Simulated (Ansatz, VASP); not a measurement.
C: VASP beside Ansatz

INCAR

```
SYSTEM = C
  ALGO = Normal
  EDIFF = 1E-6
  ENCUT = 520
  GGA = CA
  ISIF = 2
  ISMEAR = -1
  LASPH = .True.
  LCHARG = .False.
  LREAL = .False.
  LWAVE = .False.
  NBANDS = 16
  NELM = 80
  PREC = Accurate
  SIGMA = 0.1
```

The input KPOINTS:

```
k-points
0
Gamma
  6 6 2
  0 0 0
```

The input POSCAR:

```
C
1.0
    2.4561140000      0.0000000000      0.0000000000
   -1.2280744483      2.1270470447      0.0000000000
    0.0000000000      0.0000000000      7.1732680000
C
4
Direct
    0.0833790000      0.9166210000      0.7531380000
    0.5833790000      0.4166210000      0.2468620000
    0.9166210000      0.0833790000      0.2468620000
    0.4166210000      0.5833790000      0.7531380000
```

Input for Ansatz:

```yaml
crystal:
  lattice:
    a: 2.456114
    b: 2.456114
    c: 7.173268
    alpha: 90.0
    beta: 90.0
    gamma: 120.00047
  atoms:
    - { symbol: C, position: [0.083379, 0.916621, 0.753138] }
    - { symbol: C, position: [0.583379, 0.416621, 0.246862] }
    - { symbol: C, position: [0.916621, 0.083379, 0.246862] }
    - { symbol: C, position: [0.416621, 0.583379, 0.753138] }
kpoints:
  mp_grid:
    grid: [6, 6, 2]
hamiltonian:
  xc: lda
scf:
  occupations:
    method: fermi_dirac
    width: 0.1
output:
  forces: true
  stress: true
```

Alike in both runs: task single point; functional LDA; k mesh 6 × 6 × 2; occupations fermi-dirac, width 0.1 eV; no spin polarisation.

|  | VASP | Ansatz |
| --- | --- | --- |
| version | VASP 6.6.1 | Ansatz 0.2.0 |
| potentials or method | VASP PAW LDA potentials, release 64 (C) | plane waves, PAW |
| plane-wave cutoff (eV) | 520 | 420 |
| valence electrons in the cell | 16 | 16 |

```csv
,VASP,Ansatz,Ansatz less VASP
pressure (GPa),-3.0,-3.7,-0.71
"traceless stress, the component that is largest in VASP (GPa)",1.26,2.13,+0.873
rms of the force components (eV/Å),0.011,0.011,0.0000
```

LDA's correlation is that of Perdew and Zunger in VASP and of Perdew and Wang (1992) in Ansatz. Atom by atom the forces differ by 0.000 eV/Å (rms over components).

The k mesh is coarse, so the values compare programs but aren't converged.
